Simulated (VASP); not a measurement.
The system is TlBr.

```
Tl Br
1.0
     3.94619    0.00000    0.00000
     0.00000    3.94619    0.00000
     0.00000    0.00000    3.94619
Tl Br
1 1
Direct
  0.00000 0.00000 0.00000
  0.50000 0.50000 0.50000
```

Base run:

| Item | Value |
| --- | --- |
| Program | VASP 6.6.1 |
| Functional | PBEsol |
| Potentials or basis | VASP PAW PBE potentials, release 64 (Tl_d, Br) |
| Cutoff | 500 eV |
| k mesh | 4 × 4 × 4 |
| Occupations | gaussian, width 0.01 eV |
| Spin | no spin polarisation |

Its results: band gap on the k mesh 1.65 eV, direct; pressure -0.5 GPa.

Q: The run is repeated on the same cell with these changes: k mesh from 4 × 4 × 4 to 4 × 4 × 4, shifted. What comes out?

A: Band gap on the k mesh 3.04 eV, indirect (least direct gap 3.39 eV); pressure -0.7 GPa.

Caveats: the PAW data sets were made with another functional, which shifts forces and pressure a little; spin-orbit coupling is left out, which moves the levels of the heavy elements.

A k mesh can miss the band edges.
